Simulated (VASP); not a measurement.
Wanted: the native input for a VASP 6.6.1 run.

```
Task                   : single point
Functional             : PBE
Dispersion             : D3(BJ)
Potentials or basis    : VASP PAW PBE potentials, release 64 (B, N)
Cutoff                 : 520 eV
k mesh                 : 12 × 12 × 1
Occupations            : gaussian, width 0.05 eV
Spin                   : no spin polarisation
Dipole correction      : yes
Further INCAR settings : ALGO = Normal; EDIFF = 1e-07; NBANDS = 16
```

The structure of BN lies in POSCAR:

```
BN
1.0
    2.5087623753      0.0000000000      0.0000000000
   -1.2543811876      2.1726519491      0.0000000000
    0.0000000000      0.0000000000     17.5000000000
B N
2 2
Direct
    0.0000000000      0.0000000000      0.2571428571
    0.3333333333      0.6666666667      0.4479993606
    0.6666666667      0.3333333333      0.2570527129
    1.0000000000      1.0000000000      0.4480514991
```

This cell differs from its parent crystal: layers slid over each other, then relaxed in part.

One way to write it, as run:

INCAR

```
SYSTEM = BN
PREC = Accurate
ENCUT = 520
EDIFF = 1E-7
ISMEAR = 0
SIGMA = 0.05
LREAL = .False.
LASPH = .True.
NELM = 80
ALGO = Normal
ISIF = 2
LWAVE = .False.
LCHARG = .False.
LDIPOL = .True.
IDIPOL = 3
DIPOL = 0.5 0.5 0.353
GGA = PE
IVDW = 12
NBANDS = 16
```

KPOINTS

```
Automatic mesh
0
Gamma
  12 12 1
  0 0 0
```

Potentials or basis: VASP PAW PBE potentials, release 64 (B, N).

Run with:

```sh
$ cat potpaw_PBE.64/B/POTCAR potpaw_PBE.64/N/POTCAR > POTCAR
$ mpirun -np 1 vasp_std > vasp.out
```

Results of the run:

* Band gap on the k mesh: 4.48 eV (least direct gap 4.53 eV)
* Dispersion energy per atom: -0.106 eV

Caveat: the cell differs from its parent crystal (layers slid over each other, then relaxed in part).

It took 84 s on 1 thread of Intel Xeon 8259CL, with other jobs on the host, peak memory 0.23 GiB.
